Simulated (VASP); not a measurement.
# Zr2SbH (P-6m2) in VASP: notebook

Zr2SbH is run at these levels: PBE; tasks: single point, relaxation of cell and atoms.

All numbers are computed with VASP 6.6.1; they aren't measurements. Logs are shortened: lines on timing, memory, paths and dates and some standing lists are left out, and cuts for length are marked.

### Step 1. The cell of the first run

The structure is hexagonal, space group P-6m2 (No. 187). Conventional cell: a = 3.258 Å, b = 3.258 Å, c = 7.707 Å, α = 90.00°, β = 90.00°, γ = 120.00°. Within 3.3 Å of Zr (site symmetry 3m) lie 3 H at 2.39 Å and 7 Zr at 2.96 to 3.26 Å and 3 Sb at 3.03 Å. Sb (site symmetry -6m2) has 6 Zr at 3.03 Å and 6 Sb at 3.26 Å within 4.0 Å. H (site symmetry -6m2) has 6 Zr at 2.39 Å and 6 H at 3.26 Å within 3.3 Å.

### Step 2. Single point, PBE

Input file INCAR:

```
SYSTEM = Zr2SbH
PREC = Accurate ; ENCUT = 520
EDIFF = 1E-7 ; ISMEAR = 0
SIGMA = 0.1 ; LREAL = .FALSE.
LASPH = .TRUE. ; NELM = 80
ALGO = Fast ; ISIF = 2
LWAVE = .FALSE. ; LCHARG = .FALSE.
GGA = PE ; NBANDS = 23
```

Input file KPOINTS:

```
regular mesh
0
G
  6 6 4
  0 0 0
```

Input file POSCAR:

```
Zr2SbH
1.0
    3.2577270906      0.0000000000      0.0000000000
   -1.6288635453      2.8212744190      0.0000000000
    0.0000000000      0.0000000000      7.7071317850
Zr Sb H
2 1 1
Direct
    0.0000000000      0.0000000000      0.8082487001
    0.0000000000      0.0000000000      0.1917512999
    0.6666666667      0.3333333333      0.5000000000
    0.3333333333      0.6666666667      0.0000000000
```

Potentials or basis: VASP PAW PBE potentials, release 64 (Zr_sv, Sb, H).

Launch:

```console
cat potpaw_PBE.64/Zr_sv/POTCAR potpaw_PBE.64/Sb/POTCAR potpaw_PBE.64/H/POTCAR > POTCAR
mpirun -np 1 vasp_std > vasp.out
```

OUTCAR:

```text
SYSTEM = Zr2SbH
   PREC = Accurate
   ENCUT = 520
   EDIFF = 1E-7
   ISMEAR = 0
   LREAL = .FALSE.
   LASPH = .TRUE.
   NELM = 80
   ISIF = 2
   GGA = PE

 ion  position               nearest neighbor table
   1  0.000  0.000  0.808-   4 2.39   4 2.39   4 2.39   2 2.96   3 3.03   3 3.03   3 3.03
   2  0.000  0.000  0.192-   4 2.39   4 2.39   4 2.39   1 2.96   3 3.03   3 3.03   3 3.03
   3  0.667  0.333  0.500-   1 3.03   2 3.03   1 3.03   2 3.03   1 3.03   2 3.03
   4  0.333  0.667  0.000-   1 2.39   2 2.39   1 2.39   2 2.39   1 2.39   2 2.39

  LATTYP: Found a hexagonal cell.
 ALAT       =     3.2577270906
 C/A-ratio  =     2.3658003174

  Lattice vectors:

 A1 = (   3.2577270906,   0.0000000000,   0.0000000000)
 A2 = (  -1.6288635453,   2.8212744190,   0.0000000000)
 A3 = (   0.0000000000,   0.0000000000,   7.7071317850)

Analysis of symmetry for initial positions (statically):
=====================================================================
 Subroutine PRICEL returns:
 Original cell was already a primitive cell.

 Routine SETGRP: Setting up the symmetry group for a
 hexagonal supercell.

 Subroutine GETGRP returns: Found 12 space group operations
 (whereof 12 operations were pure point group operations)
 out of a pool of 24 trial point group operations.

The static configuration has the point symmetry D_3h.

Analysis of symmetry for dynamics (positions and initial velocities):
=====================================================================
 Subroutine PRICEL returns:
 Original cell was already a primitive cell.

 Routine SETGRP: Setting up the symmetry group for a
 hexagonal supercell.

 Subroutine GETGRP returns: Found 12 space group operations
 (whereof 12 operations were pure point group operations)
 out of a pool of 24 trial point group operations.

The dynamic configuration has the point symmetry D_3h.

 Subroutine INISYM returns: Found 12 space group operations
 (whereof 12 operations are pure point group operations),
 and found     1 'primitive' translations

----------------------------------------------------------------------------------------

                                     Primitive cell

  volume of cell :      70.8358

  direct lattice vectors                    reciprocal lattice vectors
     3.257727091  0.000000000  0.000000000     0.306962484  0.177224873  0.000000000
    -1.628863545  2.821274419  0.000000000     0.000000000  0.354449746  0.000000000
     0.000000000  0.000000000  7.707131785     0.000000000  0.000000000  0.129749955

  length of vectors
     3.257727091  3.257727091  7.707131785     0.354449746  0.354449746  0.129749955

  position of ions in fractional coordinates (direct lattice)
     0.000000000  0.000000000  0.808248700
     0.000000000  0.000000000  0.191751300
     0.666666667  0.333333333  0.500000000
     0.333333333  0.666666667  0.000000000

  ion indices of the primitive-cell ions
   primitive index   ion index
                 1           1
                 2           2
                 3           3
                 4           4

----------------------------------------------------------------------------------------

 KPOINTS: regular mesh

Automatic generation of k-mesh.
 Grid dimensions read from file:
 generate k-points for:    6    6    4

 Generating k-lattice:

  Cartesian coordinates                     Fractional coordinates (reciprocal lattice)
     0.051160414  0.029537479  0.000000000     0.166666667  0.000000000  0.000000000
     0.000000000  0.059074958  0.000000000     0.000000000  0.166666667  0.000000000
     0.000000000  0.000000000  0.032437489     0.000000000  0.000000000  0.250000000

  Length of vectors
     0.059074958  0.059074958  0.032437489

  Shift w.r.t. Gamma in fractional coordinates (k-lattice)
     0.000000000  0.000000000  0.000000000

 Subroutine IBZKPT returns following result:
 ===========================================

 Found     21 irreducible k-points:

 Following reciprocal coordinates:
            Coordinates               Weight
  0.000000  0.000000  0.000000      1.000000
  0.166667  0.000000  0.000000      6.000000
  0.333333  0.000000  0.000000      6.000000
  0.500000  0.000000  0.000000      3.000000
  0.166667  0.166667  0.000000      6.000000
  0.333333  0.166667  0.000000     12.000000
[... 13 lines left out ...]
  0.333333  0.166667  0.500000     12.000000
  0.333333  0.333333  0.500000      2.000000
   k-points           NKPTS =     21   k-points in BZ     NKDIM =     21   number of bands    NBANDS=     23
   number of dos      NEDOS =    301   number of ions     NIONS =      4
   total plane-waves  NPLWV =  34560
   dimension x,y,z NGX =    24 NGY =   24 NGZ =   60
   dimension x,y,z NGXF=    48 NGYF=   48 NGZF=  120
   ions per type =               2   1   1
   NGX,Y,Z   is equivalent  to a cutoff of  12.25, 12.25, 12.94 a.u.
   NGXF,Y,Z  is equivalent  to a cutoff of  24.50, 24.50, 25.88 a.u.
 SYSTEM =  Zr2SbH
   PREC   = accura    normal or accurate (medium, high low for compatibility)
   ISTART =      0    job   : 0-new  1-cont  2-samecut
   ICHARG =      2    charge: 1-file 2-atom 10-const
   ISPIN  =      1    spin polarized calculation?
   LNONCOLLINEAR =      F non collinear calculations
   LSORBIT =      F    spin-orbit coupling
   LASPH  =      T    aspherical Exc in radial PAW
   ENCUT  =  520.0 eV  38.22 Ry    6.18 a.u.   6.06  6.06 14.33*2*pi/ulx,y,z
   NELM   =     80;   NELMIN=  2; NELMDL= -5     # of ELM steps
   EDIFF  = 0.1E-06   stopping-criterion for ELM
   LREAL  =      F    real-space projection
   EDIFFG = 0.1E-05   stopping-criterion for IOM
   NSW    =      0    number of steps for IOM
   IBRION =     -1    ionic relax: 0-MD 1-quasi-New 2-CG
   NFREE  =      0    steps in history (QN), initial steepest desc. (CG)
   ISIF   =      2    stress and relaxation
   ISYM   =      2    0-nonsym 1-usesym 2-fastsym
   POTIM  = 0.5000    time-step for ionic-motion
   TEBEG  =    0.0;   TEEND  =   0.0 temperature during run
   PSTRESS=    0.0 pullay stress
   NELECT =      30.0000    total number of electrons
   NUPDOWN=      -1.0000    fix difference up-down
   EMIN   =  10.00;   EMAX   =-10.00  energy-range for DOS
   EFERMI =   0.00;   METHOD = LEGACY
   ISMEAR =     0;   SIGMA  =   0.10  broadening in eV -4-tet -1-fermi 0-gaus
   EFERMI_NEDOS =   21; number of points for ismear=-14 and -15
   IALGO  =     68    algorithm
   IMIX   =      4    mixing-type and parameters
     AMIX     =   0.40;   BMIX     =  1.00
     AMIX_MAG =   1.60;   BMIX_MAG =  1.00
  volume/ion in A,a.u.               =      17.71       119.51
  Fermi-wavevector in a.u.,A,eV,Ry     =   1.229413  2.323253 20.564597  1.511455
  Thomas-Fermi vector in A             =   2.364301
   LORBIT       =      0    0 simple, 1 ext, 2 COOP (PROOUT), +10 PAW based schemes
   GGA     = PE    functional components
   LHFCALC =     F    Hartree Fock is set to
   AEXX    =    0.0000 exact exchange contribution
   IVDW    =     0    specifies the selected vdW correction
   LEPSILON=     F    determine dielectric tensor
   LRPA    =     F    only Hartree local field effects (RPA)
 non-spin polarized calculation
 RMM-DIIS sequential band-by-band and
 Gauss-broadening in eV      SIGMA  =   0.10
  energy-cutoff  :      520.00
  volume of cell :       70.84
 maximum number of plane-waves:      1938
   NGX = 13   NGY = 13   NGZ = 29

 number of electron      30.0000000 magnetization

 Free energy of the ion-electron system (eV)
  ---------------------------------------------------
  ext. energy  EPLUGINS =         0.00000000
  ---------------------------------------------------
  free energy    TOTEN  =       -25.31919339 eV

  energy without entropy =      -25.29978316  energy(sigma->0) =      -25.30948827

 E-fermi :   9.7227     XC(G=0): -11.1113

 val. band max:        9.7194462776   @ k =   0.5000   0.0000   0.0000
 cond. band min:       9.7793402232   @ k =   0.3333   0.3333   0.2500
 fundamental gap:      0.0598939455
 Fermi energy:         9.7227256890

 k-point     1 :       0.0000    0.0000    0.0000
  band No.  band energies     occupation
      1     -39.2934      2.00000
      2     -39.2319      2.00000
      3     -17.7375      2.00000
      4     -17.1825      2.00000
      5     -16.9765      2.00000
      6     -16.9765      2.00000
[... 15 lines left out ...]
     22      13.6286      0.00000
     23      15.0903      0.00000

 k-point     2 :       0.1667    0.0000    0.0000
  band No.  band energies     occupation
      1     -39.2739      2.00000
      2     -39.2130      2.00000
      3     -17.7035      2.00000
      4     -17.1603      2.00000
      5     -17.1483      2.00000
      6     -17.0852      2.00000
[... 15 lines left out ...]
     22      13.0221      0.00000
     23      14.5998      0.00000

 k-point     3 :       0.3333    0.0000    0.0000
  band No.  band energies     occupation
      1     -39.2346      2.00000
      2     -39.1748      2.00000
      3     -17.6349      2.00000
      4     -17.4779      2.00000
      5     -17.4003      2.00000
      6     -17.1097      2.00000
[... 15 lines left out ...]
     22      13.3191      0.00000
     23      13.9696      0.00000
[... 417 lines left out ...]
 k-point    20 :       0.3333    0.1667    0.5000
  band No.  band energies     occupation
      1     -39.2146      2.00000
      2     -39.1559      2.00000
      3     -17.5917      2.00000
      4     -17.5513      2.00000
      5     -17.4744      2.00000
      6     -17.2167      2.00000
[... 15 lines left out ...]
     22      14.2862      0.00000
     23      14.9679      0.00000

 k-point    21 :       0.3333    0.3333    0.5000
  band No.  band energies     occupation
      1     -39.2047      2.00000
      2     -39.1463      2.00000
      3     -17.5744      2.00000
      4     -17.4385      2.00000
      5     -17.4345      2.00000
      6     -17.3672      2.00000
[... 15 lines left out ...]
     22      14.3629      0.00000
     23      14.5458      0.00000

------------------------ aborting loop because EDIFF is reached ----------------------------------------

  FORCE on cell =-STRESS in cart. coord.  units (eV):
  Direction    XX          YY          ZZ          XY          YZ          ZX
  --------------------------------------------------------------------------------------
  -------------------------------------------------------------------------------------
  Total        0.0367523      0.0367523      0.1591962      0.0000000      0.0000000      0.0000000
  in kB        0.8312692      0.8312692      3.6007289      0.0000000      0.0000000      0.0000000
  external PRESSURE =       1.7544224 kB  Pullay stress =       0.0000000 kB

 VOLUME and BASIS-vectors are now :
 -----------------------------------------------------------------------------
  energy-cutoff  :      520.00
  volume of cell :       70.84
      direct lattice vectors                 reciprocal lattice vectors
     3.257727091  0.000000000  0.000000000     0.306962484  0.177224873  0.000000000
    -1.628863545  2.821274419  0.000000000     0.000000000  0.354449746  0.000000000
     0.000000000  0.000000000  7.707131785     0.000000000  0.000000000  0.129749955

 POSITION                                       TOTAL-FORCE (eV/Angst)
 -----------------------------------------------------------------------------------
      0.00000      0.00000      6.22928        -0.000000     -0.000000     -0.003248
      0.00000      0.00000      1.47785         0.000000      0.000000      0.003248
      1.62886      0.94042      3.85357        -0.000000      0.000000      0.000000
     -0.00000      1.88085      0.00000        -0.000000      0.000000      0.000000
 -----------------------------------------------------------------------------------
    total drift:                               -0.000000      0.000000     -0.000000

  FREE ENERGIE OF THE ION-ELECTRON SYSTEM (eV)
  ---------------------------------------------------
  free  energy   TOTEN  =       -25.3191933855 eV

  energy  without entropy=      -25.2997831624  energy(sigma->0) =      -25.30948827
```

It took 56 s on 1 thread of Oxide Virtual Turin-like, shared host; peak memory 0.16 GiB.

What came out:

```yaml
Free_energy: -25.3192 eV
Pressure: 0.2 GPa
Largest_force: 0.003 eV/Å
Band_gap_on_the_k_mesh: zero (bands 15 and 16 overlap by 1.19 eV)
```

Forces on the atoms (eV/Å):
```
Zr   0.000  0.000 -0.003
Zr   0.000  0.000  0.003
Sb   0.000  0.000  0.000
H    0.000  0.000  0.000
```

Levels at points of the mesh, in eV from the Fermi level:
```tsv
k point	band 13	band 14	band 15	band 16	band 17	band 18
(0.00, 0.00, 0.00)	-1.24	0.45	0.45	1.10	1.10	1.88
(0.50, 0.00, 0.00)	-2.18	-1.62	-0.20	0.00	1.76	2.69
(0.00, 0.00, 0.50)	-1.47	0.66	0.66	0.85	0.85	2.10
(0.50, 0.00, 0.50)	-2.58	-1.63	-0.56	0.29	1.06	2.06
```

Caveat: the k points lie up to 0.37 Å⁻¹ apart, too coarse for converged energies and pressures of a metal; spin-orbit coupling is left out, which moves the levels of the heavy elements.

### Step 3. Single point, PBE

This run uses another cell than the first one, of 21.47 Å³/atom.

Input file INCAR:

```
SYSTEM = Zr2SbH
ALGO = Normal
EDIFF = 1E-6
ENCUT = 520
GGA = PE
ISIF = 2
ISMEAR = 0
LASPH = .TRUE.
LCHARG = .FALSE.
LREAL = .FALSE.
LWAVE = .FALSE.
NBANDS = 23
NELM = 60
PREC = Accurate
SIGMA = 0.1
```

Input file KPOINTS:

```
k-points
0
G
  6 6 4
  0 0 0
```

Input file POSCAR:

```
Zr2SbH
1.0
    3.9992805800      0.0000000000      0.0000000000
   -1.9996402900      3.4634785800      0.0000000000
    0.0000000000      0.0000000000      6.1988848900
Zr Sb H
2 1 1
Direct
    0.0000000000      0.0000000000      0.7500000000
    0.0000000000      0.0000000000      0.2500000000
    0.6666666700      0.3333333300      0.5000000000
    0.3333333300      0.6666666700      0.0000000000
```

Potentials or basis: VASP PAW PBE potentials, release 64 (Zr_sv, Sb, H).

Launch:

```console
cat potpaw_PBE.64/Zr_sv/POTCAR potpaw_PBE.64/Sb/POTCAR potpaw_PBE.64/H/POTCAR > POTCAR
mpirun -np 1 vasp_std > vasp.out
```

It took 25 s on 1 thread of Oxide Virtual Turin-like, shared host; peak memory 0.18 GiB.

It converged, with:

- Free energy: -23.7287 eV
- Pressure: 2.2 GPa
- Largest force: 2.254 eV/Å
- Band gap on the k mesh: zero (bands 15 and 16 overlap by 0.32 eV)

Forces in eV/Å, atoms in the order of the input:
```
Zr   0.000  0.000  2.254
Zr   0.000  0.000 -2.254
Sb   0.000  0.000  0.000
H    0.000  0.000  0.000
```

Stress tensor (GPa, compression positive):
```
0.09 0.00 0.00
0.00 0.09 0.00
0.00 0.00 6.42
```

Levels at points of the mesh, in eV from the Fermi level:
| k point | band 13 | band 14 | band 15 | band 16 | band 17 | band 18 |
| --- | --- | --- | --- | --- | --- | --- |
| (0.00, 0.00, 0.00) | -2.37 | -1.58 | -0.09 | -0.09 | 0.55 | 0.55 |
| (0.50, 0.00, 0.00) | -2.67 | -1.63 | 0.10 | 0.40 | 1.54 | 2.11 |
| (0.00, 0.00, 0.50) | -2.19 | -0.75 | 0.13 | 0.13 | 0.57 | 0.57 |
| (0.50, 0.00, 0.50) | -2.45 | -0.60 | -0.31 | 0.50 | 0.86 | 1.86 |

Caveat: the stress differs along the axes, from 0 to 6 GPa; spin-orbit coupling is left out, which moves the levels of the heavy elements; forces of over 1 eV/Å act on the atoms, so gaps and moduli don't describe the material at rest.

### Step 4. Single point, PBE, collinear spin

Input file INCAR:

```
ALGO = Normal
EDIFF = 1E-6
ENCUT = 520
GGA = PE
ISIF = 2
ISMEAR = 0
ISPIN = 2
LASPH = True
LCHARG = False
LMAXMIX = 4
LORBIT = 11
LREAL = False
LWAVE = False
MAGMOM = 1 1 0 0
NBANDS = 27
NELM = 150
PREC = Accurate
SIGMA = 0.1
```

Input file KPOINTS:

```
k-points
0
Gamma
  6 6 2
```

Input file POSCAR:

```
Zr2SbH
1.0
    3.2577270906      0.0000000000      0.0000000000
   -1.6288635453      2.8212744190      0.0000000000
    0.0000000000      0.0000000000      7.7071317850
Zr Sb H
2 1 1
Direct
    0.0000000000      0.0000000000      0.8082487001
    0.0000000000      0.0000000000      0.1917512999
    0.6666666667      0.3333333333      0.5000000000
    0.3333333333      0.6666666667      0.0000000000
```

Launch:

```console
cat potpaw_PBE.64/Zr_sv/POTCAR potpaw_PBE.64/Sb/POTCAR potpaw_PBE.64/H/POTCAR > POTCAR
mpirun -np 1 vasp_std > vasp.out
```

Run time: 40 s. Hardware: 1 thread of Oxide Virtual Turin-like, shared host; peak memory 0.19 GiB.

Results (log left out):

* Free energy: -25.4082 eV
* Pressure: -0.1 GPa
* Largest force: 0.169 eV/Å
* Band gap on the k mesh: zero (filled and empty bands overlap)
* Net moment: 0.00 μB per cell
* Valence electrons inside the program's atomic spheres: Zr 9.86; Sb 2.48; H 0.50

Forces in eV/Å, atoms in the order of the input:
```
Zr   0.000  0.000 -0.169
Zr   0.000  0.000  0.169
Sb   0.000  0.000  0.000
H    0.000  0.000  0.000
```

Stress tensor (GPa, compression positive):
```
-0.18  0.00  0.00
 0.00 -0.18  0.00
 0.00  0.00 -0.06
```

Levels at points of the mesh, in eV from the Fermi level:
Spin up:
```csv
k point,band 11,band 12,band 13,band 14,band 15,band 16,band 17,band 18,band 19,band 20
"(0.00, 0.00, 0.00)",-5.35,-1.67,-1.11,0.58,0.58,1.23,1.23,2.00,2.00,3.61
"(0.50, 0.00, 0.00)",-5.34,-3.24,-2.07,-1.48,-0.05,0.10,1.91,2.81,2.91,3.33
"(0.00, 0.00, 0.50)",-3.88,-2.75,-1.35,0.79,0.79,0.98,0.98,2.22,2.22,3.11
"(0.50, 0.00, 0.50)",-5.69,-2.65,-2.45,-1.50,-0.45,0.45,1.18,2.19,2.99,4.11
```
Spin down:
```
           k point  band 11  band 12  band 13  band 14  band 15  band 16  band 17  band 18  band 19  band 20
(0.00, 0.00, 0.00)    -5.35    -1.67    -1.11     0.58     0.58     1.23     1.23     2.00     2.00     3.61
(0.50, 0.00, 0.00)    -5.34    -3.24    -2.07    -1.48    -0.05     0.10     1.91     2.81     2.91     3.33
(0.00, 0.00, 0.50)    -3.88    -2.75    -1.35     0.79     0.79     0.98     0.98     2.22     2.22     3.11
(0.50, 0.00, 0.50)    -5.69    -2.65    -2.45    -1.50    -0.45     0.45     1.18     2.19     2.99     4.11
```

Caveat: the k points lie up to 0.41 Å⁻¹ apart, too coarse for converged energies and pressures of a metal; spin-orbit coupling is left out, which moves the levels of the heavy elements.

(Part 1 of 2 ends here.)

The gap in the log of VASP goes by the Fermi energy; the results here count the filled bands.